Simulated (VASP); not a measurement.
A run of VASP 6.6.1 is set up as follows.

File POSCAR:

```
Al2O3
1.0
    2.3793928004      1.3736012414      4.3320326384
   -2.3793624933      1.3739097517      4.3319181404
    0.0002823313     -2.7476517667      4.3320200379
Al O
4 6
Direct
    0.8519185673      0.8518908361      0.8519121461
    0.6480892375      0.6481036214      0.6481126565
    0.1480834252      0.1481111499      0.1481004730
    0.3519224306      0.3518844561      0.3519031839
    0.0563789398      0.4436275125      0.7500010518
    0.7500008668      0.0563579270      0.4436362065
    0.4436139464      0.7499954647      0.0563715457
    0.9436096130      0.5563737534      0.2499990039
    0.2500028067      0.9436526160      0.5563468649
    0.5563801664      0.2500026626      0.9436168672
```

The input INCAR.step1:

```
SYSTEM = Al2O3
  PREC = Accurate
  ENCUT = 660
  ISMEAR = 0
  SIGMA = 0.05
  LREAL = .False.
  LASPH = .True.
  NELM = 120
  NBANDS = 35
  GGA = PE
  ALGO = Normal
  EDIFF = 1E-5
  LWAVE = .True.
  LCHARG = .False.
  GGA_COMPAT = .False.
```

File INCAR.step2:

```
SYSTEM = Al2O3
  PREC = Accurate
  ENCUT = 660
  EDIFF = 1E-6
  ISMEAR = 0
  SIGMA = 0.05
  LREAL = .False.
  LASPH = .True.
  NELM = 120
  ALGO = Normal
  ISIF = 2
  LWAVE = .False.
  LCHARG = .False.
  METAGGA = R2SCAN
  LMIXTAU = .True.
  NBANDS = 35
  ISTART = 1
  GGA_COMPAT = .False.
```

Contents of KPOINTS:

```
Automatic mesh
0
Gamma
  6 6 6
  0 0 0
```

Potentials or basis: VASP PAW PBE potentials, release 64 (Al, O).

The run is started by

```sh
$ cat potpaw_PBE.64/Al/POTCAR potpaw_PBE.64/O/POTCAR > POTCAR
$ cp INCAR.step1 INCAR
$ mpirun -np 1 vasp_std > vasp.out
$ cp INCAR.step2 INCAR
$ mpirun -np 1 vasp_std > vasp.out
```

(1) Estimate the pressure.

(2) Predict the band gap on the k mesh.

(3) Predict the largest force.

Results:

(1) -0.9 GPa.

(2) 7.16 eV.

(3) 0.020 eV/Å.

Caveat: the PAW data sets were made with another functional, which shifts forces and pressure a little.
